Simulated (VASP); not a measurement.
# Ca (a cell with a defect) in VASP: single point with PBEsol

Aim: the single point of Ca (a cell with a defect) with PBEsol.

All numbers are computed with VASP 6.6.1; they aren't measurements. Logs are shortened: lines on timing, memory, paths and dates and some standing lists are left out, and cuts for length are marked.

### 1 The cell of the first run

The cell holds a defect, 7 atoms: a = 7.760 Å, b = 7.760 Å, c = 7.760 Å, α = 109.47°, β = 109.47°, γ = 109.47°.

### 2 Single point, PBEsol

Contents of INCAR:

```
SYSTEM = Ca
ALGO = Normal
EDIFF = 1E-6
ENCUT = 520
GGA = PS
ISIF = 2
ISMEAR = 0
LASPH = .TRUE.
LCHARG = .FALSE.
LREAL = .FALSE.
LWAVE = .FALSE.
NBANDS = 44
NELM = 80
PREC = Accurate
SIGMA = 0.1
```

Contents of KPOINTS:

```
k-points
0
G
  2 2 2
  0 0 0
```

Contents of POSCAR:

```
Ca
1.0
   -4.4800000000      4.4800000000      4.4800000000
    4.4800000000     -4.4800000000      4.4800000000
    4.4800000000      4.4800000000     -4.4800000000
Ca
7
Direct
    0.0000000000      0.0000000000      0.2500002232
    0.0000000000      0.4777905134      0.0029989955
    0.0000000000      0.5222095982      0.4970008929
    0.4777905134      0.0000000000      0.0029989955
    0.5222095982      0.0000000000      0.4970008929
    0.4777904018      0.4777904018     -0.0252087054
    0.5222094866      0.5222094866      0.5252084821
```

Potentials or basis: VASP PAW PBE potentials, release 64 (Ca_sv).

On the command line:

```bash
cat potpaw_PBE.64/Ca_sv/POTCAR > POTCAR
mpirun -np 1 vasp_std > vasp.out
```

OUTCAR:

```text
SYSTEM = Ca
   EDIFF = 1E-6
   ENCUT = 520
   GGA = PS
   ISIF = 2
   ISMEAR = 0
   LASPH = .TRUE.
   LREAL = .FALSE.
   NELM = 80
   PREC = Accurate

 ion  position               nearest neighbor table
   1  0.000  0.000  0.250-
   2  0.000  0.478  0.003-
   3  0.000  0.522  0.497-
   4  0.478  0.000  0.003-
   5  0.522  0.000  0.497-
   6  0.478  0.478  0.975-
   7  0.522  0.522  0.525-

  LATTYP: Found a body centered cubic cell.
 ALAT       =     8.9600000000

  Lattice vectors:

 A1 = (  -4.4800000000,   4.4800000000,   4.4800000000)
 A2 = (   4.4800000000,  -4.4800000000,   4.4800000000)
 A3 = (   4.4800000000,   4.4800000000,  -4.4800000000)

Analysis of symmetry for initial positions (statically):
=====================================================================
 Subroutine PRICEL returns:
 Original cell was already a primitive cell.

 Routine SETGRP: Setting up the symmetry group for a
 body centered cubic supercell.

 Subroutine GETGRP returns: Found 12 space group operations
 (whereof  6 operations were pure point group operations)
 out of a pool of 48 trial point group operations.

The static configuration has the point symmetry C_3v.
 The point group associated with its full space group is D_3d.

Analysis of symmetry for dynamics (positions and initial velocities):
=====================================================================
 Subroutine PRICEL returns:
 Original cell was already a primitive cell.

 Routine SETGRP: Setting up the symmetry group for a
 body centered cubic supercell.

 Subroutine GETGRP returns: Found 12 space group operations
 (whereof  6 operations were pure point group operations)
 out of a pool of 48 trial point group operations.

The dynamic configuration has the point symmetry C_3v.
 The point group associated with its full space group is D_3d.

 Subroutine INISYM returns: Found 12 space group operations
 (whereof  6 operations are pure point group operations),
 and found     1 'primitive' translations

----------------------------------------------------------------------------------------

                                     Primitive cell

  volume of cell :     359.6616

  direct lattice vectors                    reciprocal lattice vectors
    -4.480000000  4.480000000  4.480000000     0.000000000  0.111607143  0.111607143
     4.480000000 -4.480000000  4.480000000     0.111607143  0.000000000  0.111607143
     4.480000000  4.480000000 -4.480000000     0.111607143  0.111607143  0.000000000

  length of vectors
     7.759587618  7.759587618  7.759587618     0.157836335  0.157836335  0.157836335

  position of ions in fractional coordinates (direct lattice)
     0.000000000  0.000000000  0.250000223
     0.000000000  0.477790513  0.002998996
     0.000000000  0.522209598  0.497000893
     0.477790513  0.000000000  0.002998996
     0.522209598  0.000000000  0.497000893
     0.477790402  0.477790402  0.974791295
     0.522209487  0.522209487  0.525208482

  ion indices of the primitive-cell ions
   primitive index   ion index
                 1           1
                 2           2
                 3           3
                 4           4
                 5           5
                 6           6
                 7           7

----------------------------------------------------------------------------------------

 KPOINTS: k-points

Automatic generation of k-mesh.
 Grid dimensions read from file:
 generate k-points for:    2    2    2

 Generating k-lattice:

  Cartesian coordinates                     Fractional coordinates (reciprocal lattice)
     0.000000000  0.055803571  0.055803571     0.500000000  0.000000000  0.000000000
     0.055803571  0.000000000  0.055803571     0.000000000  0.500000000  0.000000000
     0.055803571  0.055803571  0.000000000     0.000000000  0.000000000  0.500000000

  Length of vectors
     0.078918168  0.078918168  0.078918168

  Shift w.r.t. Gamma in fractional coordinates (k-lattice)
     0.000000000  0.000000000  0.000000000

 Subroutine IBZKPT returns following result:
 ===========================================

 Found      4 irreducible k-points:

 Following reciprocal coordinates:
            Coordinates               Weight
  0.000000  0.000000  0.000000      1.000000
  0.500000  0.000000  0.000000      3.000000
  0.000000  0.000000  0.500000      3.000000
  0.500000  0.500000  0.500000      1.000000
   k-points           NKPTS =      4   k-points in BZ     NKDIM =      4   number of bands    NBANDS=     44
   number of dos      NEDOS =    301   number of ions     NIONS =      7
   total plane-waves  NPLWV = 216000
   dimension x,y,z NGX =    60 NGY =   60 NGZ =   60
   dimension x,y,z NGXF=   120 NGYF=  120 NGZF=  120
   ions per type =               7
   NGX,Y,Z   is equivalent  to a cutoff of  12.85, 12.85, 12.85 a.u.
   NGXF,Y,Z  is equivalent  to a cutoff of  25.71, 25.71, 25.71 a.u.
 SYSTEM =  Ca
   PREC   = accura    normal or accurate (medium, high low for compatibility)
   ISTART =      0    job   : 0-new  1-cont  2-samecut
   ICHARG =      2    charge: 1-file 2-atom 10-const
   ISPIN  =      1    spin polarized calculation?
   LNONCOLLINEAR =      F non collinear calculations
   LSORBIT =      F    spin-orbit coupling
   LASPH  =      T    aspherical Exc in radial PAW
   ENCUT  =  520.0 eV  38.22 Ry    6.18 a.u.  14.43 14.43 14.43*2*pi/ulx,y,z
   NELM   =     80;   NELMIN=  2; NELMDL= -5     # of ELM steps
   EDIFF  = 0.1E-05   stopping-criterion for ELM
   LREAL  =      F    real-space projection
   EDIFFG = 0.1E-04   stopping-criterion for IOM
   NSW    =      0    number of steps for IOM
   IBRION =     -1    ionic relax: 0-MD 1-quasi-New 2-CG
   NFREE  =      0    steps in history (QN), initial steepest desc. (CG)
   ISIF   =      2    stress and relaxation
   ISYM   =      2    0-nonsym 1-usesym 2-fastsym
   POTIM  = 0.5000    time-step for ionic-motion
   TEBEG  =    0.0;   TEEND  =   0.0 temperature during run
   PSTRESS=    0.0 pullay stress
   NELECT =      70.0000    total number of electrons
   NUPDOWN=      -1.0000    fix difference up-down
   EMIN   =  10.00;   EMAX   =-10.00  energy-range for DOS
   EFERMI =   0.00;   METHOD = LEGACY
   ISMEAR =     0;   SIGMA  =   0.10  broadening in eV -4-tet -1-fermi 0-gaus
   EFERMI_NEDOS =   21; number of points for ismear=-14 and -15
   IALGO  =     38    algorithm
   IMIX   =      4    mixing-type and parameters
     AMIX     =   0.40;   BMIX     =  1.00
     AMIX_MAG =   1.60;   BMIX_MAG =  1.00
  volume/ion in A,a.u.               =      51.38       346.73
  Fermi-wavevector in a.u.,A,eV,Ry     =   0.948730  1.792841 12.246460  0.900089
  Thomas-Fermi vector in A             =   2.076947
   LORBIT       =      0    0 simple, 1 ext, 2 COOP (PROOUT), +10 PAW based schemes
   GGA     = PS    functional components
   LHFCALC =     F    Hartree Fock is set to
   AEXX    =    0.0000 exact exchange contribution
   IVDW    =     0    specifies the selected vdW correction
   LEPSILON=     F    determine dielectric tensor
   LRPA    =     F    only Hartree local field effects (RPA)
 non-spin polarized calculation
 Gauss-broadening in eV      SIGMA  =   0.10
  energy-cutoff  :      520.00
  volume of cell :      359.66
 maximum number of plane-waves:      9704
 NGX is ok and might be reduce to    60
   NGX = 29   NGY = 29   NGZ = 29

 number of electron      70.0000002 magnetization

 Free energy of the ion-electron system (eV)
  ---------------------------------------------------
  ext. energy  EPLUGINS =         0.00000000
  ---------------------------------------------------
  free energy    TOTEN  =       -13.48702523 eV

  energy without entropy =      -13.43686984  energy(sigma->0) =      -13.46194753

 E-fermi :   1.2018     XC(G=0):  -7.1575

 val. band max:        1.1093472318   @ k =   0.0000   0.0000   0.0000
 cond. band min:       1.2322430659   @ k =   0.0000   0.0000   0.5000
 fundamental gap:      0.1228958341
 Fermi energy:         1.2018014608

 k-point     1 :       0.0000    0.0000    0.0000
  band No.  band energies     occupation
      1     -41.2212      2.00000
      2     -41.0751      2.00000
      3     -41.0665      2.00000
      4     -41.0665      2.00000
      5     -41.0662      2.00000
      6     -41.0662      2.00000
[... 36 lines left out ...]
     43       1.8690      0.00000
     44       2.3373      0.00000

 k-point     2 :       0.5000    0.0000    0.0000
  band No.  band energies     occupation
      1     -41.2212      2.00000
      2     -41.0723      2.00000
      3     -41.0698      2.00000
      4     -41.0670      2.00000
      5     -41.0658      2.00000
      6     -41.0635      2.00000
[... 36 lines left out ...]
     43       2.2651      0.00000
     44       2.3623      0.00000

 k-point     3 :       0.0000    0.0000    0.5000
  band No.  band energies     occupation
      1     -41.2212      2.00000
      2     -41.0710      2.00000
      3     -41.0701      2.00000
      4     -41.0687      2.00000
      5     -41.0641      2.00000
      6     -41.0636      2.00000
[... 36 lines left out ...]
     43       2.1725      0.00000
     44       2.3302      0.00000

 k-point     4 :       0.5000    0.5000    0.5000
  band No.  band energies     occupation
      1     -41.2212      2.00000
      2     -41.0692      2.00000
      3     -41.0675      2.00000
      4     -41.0675      2.00000
      5     -41.0665      2.00000
      6     -41.0665      2.00000
[... 36 lines left out ...]
     43       2.5021      0.00000
     44       2.5892      0.00000

------------------------ aborting loop because EDIFF is reached ----------------------------------------

  FORCE on cell =-STRESS in cart. coord.  units (eV):
  Direction    XX          YY          ZZ          XY          YZ          ZX
  --------------------------------------------------------------------------------------
  -------------------------------------------------------------------------------------
  Total       -3.8414197     -3.8414197     -3.8414197      0.0133065     -0.0133065     -0.0133065
  in kB      -17.1122971    -17.1122971    -17.1122971      0.0592764     -0.0592764     -0.0592764
  external PRESSURE =     -17.1122971 kB  Pullay stress =       0.0000000 kB

 VOLUME and BASIS-vectors are now :
 -----------------------------------------------------------------------------
  energy-cutoff  :      520.00
  volume of cell :      359.66
      direct lattice vectors                 reciprocal lattice vectors
    -4.480000000  4.480000000  4.480000000     0.000000000  0.111607143  0.111607143
     4.480000000 -4.480000000  4.480000000     0.111607143  0.000000000  0.111607143
     4.480000000  4.480000000 -4.480000000     0.111607143  0.111607143  0.000000000

 POSITION                                       TOTAL-FORCE (eV/Angst)
 -----------------------------------------------------------------------------------
      1.12000      1.12000     -1.12000         0.000000     -0.000000      0.000000
      2.15394     -2.12707      2.12707        -0.010028      0.004154     -0.004154
      4.56606     -0.11293      0.11293         0.010028     -0.004154      0.004154
     -2.12707      2.15394      2.12707         0.004154     -0.010028     -0.004154
     -0.11293      4.56606      0.11293        -0.004154      0.010028      0.004154
      4.36706      4.36706     -0.08606        -0.004154     -0.004154     -0.010028
      2.35293      2.35293      2.32606         0.004154      0.004154      0.010028
 -----------------------------------------------------------------------------------
    total drift:                                0.007493      0.007493     -0.007493

  FREE ENERGIE OF THE ION-ELECTRON SYSTEM (eV)
  ---------------------------------------------------
  free  energy   TOTEN  =       -13.4870252274 eV

  energy  without entropy=      -13.4368698381  energy(sigma->0) =      -13.46194753
```

Wall time 52 s (1 thread of Intel Xeon 6975P-C (Granite Rapids), shared host); peak memory 0.48 GiB.

Results:

| Quantity | Value |
| --- | --- |
| Free energy | -13.4870 eV |
| Pressure | -1.7 GPa |
| Largest force | 0.012 eV/Å |
| Band gap on the k mesh | zero (band 35 reaches 1.56 eV, above the bottom of band 36 at 1.10 eV) |

Forces on the atoms (eV/Å):
```
Ca   0.000  0.000  0.000
Ca  -0.010  0.004 -0.004
Ca   0.010 -0.004  0.004
Ca   0.004 -0.010 -0.004
Ca  -0.004  0.010  0.004
Ca  -0.004 -0.004 -0.010
Ca   0.004  0.004  0.010
```

Caveat: the k points lie up to 0.50 Å⁻¹ apart; the PAW data sets were made with another functional, which shifts forces and pressure a little.
